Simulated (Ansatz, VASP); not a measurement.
**MoS2: VASP beside Ansatz**

```
CELL_PARAMETERS angstrom
-1.57657 -2.73071 0.00000
1.57657 -2.73071 0.00000
-1.05105 0.00000 17.74367
ATOMIC_POSITIONS crystal
Mo 0.71830 0.28170 0.84511
Mo 0.27698 0.38968 0.16905
Mo 0.49764 0.83569 0.50708
S 0.80161 0.19839 0.59516
S 0.02227 0.64440 0.93319
S 0.58096 0.75238 0.25713
S 0.86036 0.13964 0.41892
S 0.08102 0.58565 0.75695
S 0.63970 0.69363 0.08089
```

Alike in both runs: task single point; functional PBE; dispersion D3(BJ); k mesh 10 × 10 × 2; occupations gaussian, width 0.05 eV; no spin polarisation.

```csv
,VASP,Ansatz
version,VASP 6.6.1,Ansatz 0.2.0
potentials or method,"VASP PAW PBE potentials, release 64 (Mo_sv, S), cutoff 500 eV","scalar-relativistic, plane waves, PAW"
valence electrons in the cell,78,78
```

|  | VASP | Ansatz | Ansatz less VASP |
| --- | --- | --- | --- |
| gap on the k mesh at the Fermi level (eV) | 0.58 | 0.56 | -0.019 |
| least direct gap on the mesh (eV) | 1.70 | 1.68 | -0.015 |
| pressure (GPa) | 0.6 | 0.8 | +0.16 |
| traceless stress, the component that is largest in VASP (GPa) | 1.14 | 1.14 | -0.001 |
| rms of the force components (eV/Å) | 0.186 | 0.182 | -0.0043 |

Atom by atom the forces differ by 0.007 eV/Å (rms over components).
